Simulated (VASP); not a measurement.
# Ti (P6_3/mmc) in VASP: further runs

The runs below take Ti through single point, with PBEsol.

Program: VASP 6.6.1. These are calculated values, not measurements. Logs are shortened: lines on timing, memory, paths and dates and some standing lists are left out, and cuts for length are marked.

## (1) The cell of the first run

It takes space group P6_3/mmc (No. 194, hexagonal). The conventional cell has a = 2.950 Å, b = 2.950 Å, c = 4.686 Å, α = 90.00°, β = 90.00°, γ = 120.00°. Within 3.8 Å of Ti (site symmetry -6m2) lie 12 Ti at 2.90 to 2.95 Å.

## (2) Single point, PBEsol

The input, INCAR:

```
SYSTEM = Ti
  ALGO = Normal
  EDIFF = 1E-6
  ENCUT = 520
  GGA = PS
  ISIF = 2
  ISMEAR = -1
  LASPH = .TRUE.
  LCHARG = .FALSE.
  LREAL = .FALSE.
  LWAVE = .FALSE.
  NBANDS = 19
  NELM = 100
  PREC = Accurate
  SIGMA = 0.05
```

The input, KPOINTS:

```
k-points
0
G
  14 14 8
  0 0 0
```

The input, POSCAR:

```
Ti
1.0
    2.9499978604      0.0000000000      0.0000000000
   -1.4749989302      2.5547730882      0.0000000000
    0.0000000000      0.0000000000      4.6860000000
Ti
2
Direct
    0.3333333333      0.6666666667      0.2500000000
    0.6666666667      0.3333333333      0.7500000000
```

Potentials or basis: VASP PAW PBE potentials, release 64 (Ti_sv).

Launch:

```console
$ cat potpaw_PBE.64/Ti_sv/POTCAR > POTCAR
$ mpirun -np 1 vasp_std > vasp.out
```

OUTCAR:

```text
SYSTEM = Ti
   EDIFF = 1E-6
   ENCUT = 520
   GGA = PS
   ISIF = 2
   ISMEAR = -1
   LASPH = .TRUE.
   LREAL = .FALSE.
   NELM = 100
   PREC = Accurate

 ion  position               nearest neighbor table
   1  0.333  0.667  0.250-   2 2.90   2 2.90   2 2.90   2 2.90   2 2.90   2 2.90
   2  0.667  0.333  0.750-   1 2.90   1 2.90   1 2.90   1 2.90   1 2.90   1 2.90

  LATTYP: Found a hexagonal cell.
 ALAT       =     2.9499978604
 C/A-ratio  =     1.5884757284

  Lattice vectors:

 A1 = (   2.9499978604,   0.0000000000,   0.0000000000)
 A2 = (  -1.4749989302,   2.5547730882,   0.0000000000)
 A3 = (   0.0000000000,   0.0000000000,   4.6860000000)

Analysis of symmetry for initial positions (statically):
=====================================================================
 Subroutine PRICEL returns:
 Original cell was already a primitive cell.

 Routine SETGRP: Setting up the symmetry group for a
 hexagonal supercell.

 Subroutine GETGRP returns: Found 24 space group operations
 (whereof 12 operations were pure point group operations)
 out of a pool of 24 trial point group operations.

The static configuration has the point symmetry D_3d.
 The point group associated with its full space group is D_6h.

Analysis of symmetry for dynamics (positions and initial velocities):
=====================================================================
 Subroutine PRICEL returns:
 Original cell was already a primitive cell.

 Routine SETGRP: Setting up the symmetry group for a
 hexagonal supercell.

 Subroutine GETGRP returns: Found 24 space group operations
 (whereof 12 operations were pure point group operations)
 out of a pool of 24 trial point group operations.

The dynamic configuration has the point symmetry D_3d.
 The point group associated with its full space group is D_6h.

 Subroutine INISYM returns: Found 24 space group operations
 (whereof 12 operations are pure point group operations),
 and found     1 'primitive' translations

----------------------------------------------------------------------------------------

                                     Primitive cell

  volume of cell :      35.3164

  direct lattice vectors                    reciprocal lattice vectors
     2.949997860  0.000000000  0.000000000     0.338983297  0.195712098  0.000000000
    -1.474998930  2.554773088  0.000000000     0.000000000  0.391424195  0.000000000
     0.000000000  0.000000000  4.686000000     0.000000000  0.000000000  0.213401622

[... 81 lines left out ...]
   ENCUT  =  520.0 eV  38.22 Ry    6.18 a.u.   5.49  5.49  8.71*2*pi/ulx,y,z
   NELM   =    100;   NELMIN=  2; NELMDL= -5     # of ELM steps
   EDIFF  = 0.1E-05   stopping-criterion for ELM
   LREAL  =      F    real-space projection
   EDIFFG = 0.1E-04   stopping-criterion for IOM
   NSW    =      0    number of steps for IOM
   IBRION =     -1    ionic relax: 0-MD 1-quasi-New 2-CG
   NFREE  =      0    steps in history (QN), initial steepest desc. (CG)
   ISIF   =      2    stress and relaxation
   ISYM   =      2    0-nonsym 1-usesym 2-fastsym
   POTIM  = 0.5000    time-step for ionic-motion
   TEBEG  =    0.0;   TEEND  =   0.0 temperature during run
   PSTRESS=    0.0 pullay stress
   NELECT =      24.0000    total number of electrons
   NUPDOWN=      -1.0000    fix difference up-down
   EMIN   =  10.00;   EMAX   =-10.00  energy-range for DOS
   EFERMI =   0.00;   METHOD = LEGACY
   ISMEAR =    -1;   SIGMA  =   0.05  broadening in eV -4-tet -1-fermi 0-gaus
   EFERMI_NEDOS =   21; number of points for ismear=-14 and -15
   IALGO  =     38    algorithm
   IMIX   =      4    mixing-type and parameters
     AMIX     =   0.40;   BMIX     =  1.00
     AMIX_MAG =   1.60;   BMIX_MAG =  1.00
  volume/ion in A,a.u.               =      17.66       119.16
  Fermi-wavevector in a.u.,A,eV,Ry     =   1.439306  2.719894 28.185854  2.071602
  Thomas-Fermi vector in A             =   2.558176
   LORBIT       =      0    0 simple, 1 ext, 2 COOP (PROOUT), +10 PAW based schemes
   GGA     = PS    functional components
   LHFCALC =     F    Hartree Fock is set to
   AEXX    =    0.0000 exact exchange contribution
   IVDW    =     0    specifies the selected vdW correction
   LEPSILON=     F    determine dielectric tensor
   LRPA    =     F    only Hartree local field effects (RPA)
 non-spin polarized calculation
  energy-cutoff  :      520.00
  volume of cell :       35.32
 maximum number of plane-waves:       978
 NGX is ok and might be reduce to    24
   NGX = 11   NGY = 11   NGZ = 17

 number of electron      24.0000001 magnetization

 Free energy of the ion-electron system (eV)
  ---------------------------------------------------
  ext. energy  EPLUGINS =         0.00000000
  ---------------------------------------------------
  free energy    TOTEN  =       -16.64948142 eV

  energy without entropy =      -16.63264069  energy(sigma->0) =      -16.64106105

 E-fermi :   8.0337     XC(G=0): -11.5563

 val. band max:        8.0213554045   @ k =   0.0714   0.0000   0.5000
 cond. band min:       8.0407659290   @ k =   0.2857   0.2857   0.3750
 fundamental gap:      0.0194105246
 Fermi energy:         8.0336947509

 k-point     1 :       0.0000    0.0000    0.0000
  band No.  band energies     occupation
      1     -48.6209      2.00000
      2     -48.4918      2.00000
      3     -25.2942      2.00000
      4     -24.6724      2.00000
      5     -24.6724      2.00000
      6     -24.6170      2.00000
[... 505 lines left out ...]
      6     -24.9116      2.00000
[... 11 lines left out ...]
     18      11.2636      0.00000
     19      13.5979      0.00000

 [... further k-points ...]

------------------------ aborting loop because EDIFF is reached ----------------------------------------

  FORCE on cell =-STRESS in cart. coord.  units (eV):
  Direction    XX          YY          ZZ          XY          YZ          ZX
  --------------------------------------------------------------------------------------
  -------------------------------------------------------------------------------------
  Total       -1.2962256     -1.2962256     -1.4150000     -0.0000000     -0.0000000      0.0000000
  in kB      -58.8050825    -58.8050825    -64.1934461     -0.0000000     -0.0000000      0.0000000
  external PRESSURE =     -60.6012037 kB  Pullay stress =       0.0000000 kB

 VOLUME and BASIS-vectors are now :
 -----------------------------------------------------------------------------
  energy-cutoff  :      520.00
  volume of cell :       35.32
      direct lattice vectors                 reciprocal lattice vectors
     2.949997860  0.000000000  0.000000000     0.338983297  0.195712098  0.000000000
    -1.474998930  2.554773088  0.000000000     0.000000000  0.391424195  0.000000000
     0.000000000  0.000000000  4.686000000     0.000000000  0.000000000  0.213401622

 POSITION                                       TOTAL-FORCE (eV/Angst)
 -----------------------------------------------------------------------------------
     -0.00000      1.70318      1.17150        -0.000000      0.000000      0.000000
      1.47500      0.85159      3.51450         0.000000     -0.000000      0.000000
 -----------------------------------------------------------------------------------
    total drift:                               -0.000000      0.000000     -0.000000

  FREE ENERGIE OF THE ION-ELECTRON SYSTEM (eV)
  ---------------------------------------------------
  free  energy   TOTEN  =       -16.6494814154 eV

  energy  without entropy=      -16.6326406910  energy(sigma->0) =      -16.64106105
```

OSZICAR:

```text
N       E                     dE             d eps       ncg     rms          rms(c)
DAV:   1     0.264088232747E+03    0.26409E+03   -0.12969E+04  4560   0.157E+03
DAV:   2     0.112232361053E+02   -0.25286E+03   -0.24878E+03  4698   0.445E+02
DAV:   3    -0.177827929867E+02   -0.29006E+02   -0.28721E+02  8497   0.123E+02
DAV:   4    -0.190136470980E+02   -0.12309E+01   -0.12293E+01  5309   0.263E+01
DAV:   5    -0.190712621716E+02   -0.57615E-01   -0.57609E-01  6887   0.405E+00    0.122E+01
DAV:   6    -0.166636670220E+02    0.24076E+01   -0.86897E+00  5298   0.293E+01    0.287E+00
DAV:   7    -0.166353723499E+02    0.28295E-01   -0.78277E-01  6846   0.625E+00    0.206E+00
DAV:   8    -0.166570021165E+02   -0.21630E-01   -0.20247E-01  5061   0.528E+00    0.689E-01
DAV:   9    -0.166489826871E+02    0.80194E-02   -0.46551E-02  5291   0.215E+00    0.716E-02
DAV:  10    -0.166494308900E+02   -0.44820E-03   -0.31993E-03  6597   0.327E-01    0.873E-02
DAV:  11    -0.166494887795E+02   -0.57889E-04   -0.14438E-04  5387   0.812E-02    0.406E-02
DAV:  12    -0.166494815356E+02    0.72439E-05   -0.37583E-05  4980   0.535E-02    0.614E-03
DAV:  13    -0.166494814154E+02    0.12023E-06   -0.17991E-06  3815   0.117E-02
   1 F= -.16649481E+02 E0= -.16641061E+02  d E =-.168407E-01
```

It took 44 s on 1 thread of AMD EPYC 9R45 (Zen 5), shared host; peak memory 0.17 GiB.

Results:

| Property | Result |
| --- | --- |
| Free energy | -16.6495 eV |
| Pressure | -6.1 GPa |
| Band gap on the k mesh | zero (band 12 reaches 8.80 eV, above the bottom of band 13 at 7.77 eV) |

Caveat: the PAW data sets were made with another functional, which shifts forces and pressure a little.

## (3) Single point, PBEsol (volume scaled by 0.94)

The input, INCAR:

```
ALGO = Normal
EDIFF = 1E-6
ENCUT = 520
GGA = PS
ISIF = 2
ISMEAR = -1
LASPH = T
LCHARG = F
LREAL = F
LWAVE = F
NBANDS = 19
NELM = 100
PREC = Accurate
SIGMA = 0.05
```

The input, KPOINTS:

```
k-points
0
Gamma
  14 14 8
```

The input, POSCAR:

```
Ti
1.0
    2.8897769248      0.0000000000      0.0000000000
   -1.4448884624      2.5026202281      0.0000000000
    0.0000000000      0.0000000000      4.5903405054
Ti
2
Direct
    0.3333333333      0.6666666667      0.2500000000
    0.6666666667      0.3333333333      0.7500000000
```

Potentials or basis: VASP PAW PBE potentials, release 64 (Ti_sv).

Launch:

```console
$ cat potpaw_PBE.64/Ti_sv/POTCAR > POTCAR
$ mpirun -np 1 vasp_std > vasp.out
```

OUTCAR:

```text
EDIFF = 1E-6
   ENCUT = 520
   GGA = PS
   ISIF = 2
   ISMEAR = -1
   LASPH = T
   LREAL = F
   NELM = 100
   PREC = Accurate

 ion  position               nearest neighbor table
   1  0.333  0.667  0.250-   2 2.84   2 2.84   2 2.84   2 2.84   2 2.84   2 2.84
   2  0.667  0.333  0.750-   1 2.84   1 2.84   1 2.84   1 2.84   1 2.84   1 2.84

  LATTYP: Found a hexagonal cell.
 ALAT       =     2.8897769248
 C/A-ratio  =     1.5884757284

[... 715 lines left out ...]
     19      14.6921      0.00000

 [... further k-points ...]

------------------------ aborting loop because EDIFF is reached ----------------------------------------

  FORCE on cell =-STRESS in cart. coord.  units (eV):
  Direction    XX          YY          ZZ          XY          YZ          ZX
  --------------------------------------------------------------------------------------
  -------------------------------------------------------------------------------------
  Total        0.1707945      0.1707945      0.0817491      0.0000000      0.0000000      0.0000000
  in kB        8.2429067      8.2429067      3.9453848      0.0000000      0.0000000      0.0000000
  external PRESSURE =       6.8103994 kB  Pullay stress =       0.0000000 kB

 VOLUME and BASIS-vectors are now :
 -----------------------------------------------------------------------------
  energy-cutoff  :      520.00
  volume of cell :       33.20
      direct lattice vectors                 reciprocal lattice vectors
     2.889776925  0.000000000  0.000000000     0.346047472  0.199790601  0.000000000
    -1.444888462  2.502620228  0.000000000     0.000000000  0.399581202  0.000000000
     0.000000000  0.000000000  4.590340505     0.000000000  0.000000000  0.217848763

 POSITION                                       TOTAL-FORCE (eV/Angst)
 -----------------------------------------------------------------------------------
     -0.00000      1.66841      1.14759         0.000000      0.000000      0.000000
      1.44489      0.83421      3.44276        -0.000000     -0.000000      0.000000
 -----------------------------------------------------------------------------------
    total drift:                                0.000000     -0.000000      0.000000

  FREE ENERGIE OF THE ION-ELECTRON SYSTEM (eV)
  ---------------------------------------------------
  free  energy   TOTEN  =       -16.6868070260 eV

  energy  without entropy=      -16.6708987552  energy(sigma->0) =      -16.67885289
```

stdout:

```text
POSCAR found type information on POSCAR Ti
 POSCAR found :  1 types and       2 ions
 scaLAPACK will be used
 -----------------------------------------------------------------------------
|                                                                             |
|                                                                             |
|     You enforced a specific xc type in the INCAR file but a different       |
|     I HOPE YOU KNOW WHAT YOU ARE DOING!                                     |
|                                                                             |
 -----------------------------------------------------------------------------

 LDA part: xc-table for (Slater+PW92), standard interpolation
 POSCAR, INCAR and KPOINTS ok, starting setup
 FFT: planning ... GRIDC
 FFT: planning ... GRID_SOFT
 FFT: planning ... GRID
 WAVECAR not read
 entering main loop
```

Run time: 56 s. Hardware: 1 thread of Intel Xeon Platinum 8375C at 2.90GHz (Ice Lake), shared host; peak memory 0.19 GiB.

What came out:

```
Free energy            : -16.6868 eV
Pressure               : 0.7 GPa
Band gap on the k mesh : zero (band 12 reaches 9.49 eV, above the bottom of band 13 at 8.44 eV)
```

Levels at points of the mesh, in eV from the Fermi level:
```
           k point  band 10  band 11  band 12  band 13  band 14  band 15
(0.00, 0.00, 0.00)    -2.81     0.80     0.80     0.88     0.91     1.33
(0.50, 0.00, 0.00)    -2.30    -1.98    -0.56     0.49     0.65     1.23
(0.00, 0.00, 0.50)    -4.40     0.08     0.08     0.70     0.70     0.70
(0.50, 0.00, 0.50)    -2.68    -0.88    -0.88     1.46     1.46     1.82
```

Caveat: the PAW data sets were made with another functional, which shifts forces and pressure a little.

(Continued in part 2 of 2.)
